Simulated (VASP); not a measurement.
GaN:

```
Ga N
1.0
     0.00000    2.13400    2.13400
     2.13400    0.00000    2.13400
     2.13400    2.13400    0.00000
Ga N
1 1
Direct
  0.00000 0.00000 0.00000
  0.50000 0.50000 0.50000
```

| Quantity | Value |
| --- | --- |
| Program | VASP 6.6.1 |
| Task | relaxation of cell and atoms |
| Functional | r2SCAN |
| Potentials or basis | VASP PAW PBE potentials, release 64 (Ga_d, N) |
| Cutoff | 600 eV |
| k mesh | 10 × 10 × 10 |
| Occupations | fermi-dirac, width 0.02 eV |
| Spin | no spin polarisation |

At the start: pressure -7.0 GPa; volume 9.72 Å³/atom.

Question: How do energy, volume and symmetry change on relaxing?

Answer: Over 4 steps the energy falls by 6.9 meV/atom and the volume is 9.42 Å³/atom (-3.0 %); space group Fm-3m (No. 225, to 0.1 Å) before and after.

Step by step:
| step | energy change (eV) | largest force (eV/Å) | pressure (GPa) | volume (Å³) |
| --- | --- | --- | --- | --- |
| 1 | 0.0000 | 0.0000 | -7.02 | 19.44 |
| 2 | 0.0006 | 0.0000 | 8.27 | 18.26 |
| 3 | -0.0138 | 0.0000 | 0.14 | 18.84 |
| 4 | -0.0138 | 0.0000 | -0.05 | 18.85 |

Final structure:
```
Ga N
1.0
     0.00000    2.11232    2.11232
     2.11232    0.00000    2.11232
     2.11232    2.11232    0.00000
Ga N
1 1
Direct
  0.00000 0.00000 0.00000
  0.50000 0.50000 0.50000
```

Caveat: the structure was generated, so it needn't be the stable form of GaN; the PAW data sets were made with another functional, which shifts forces and pressure a little.
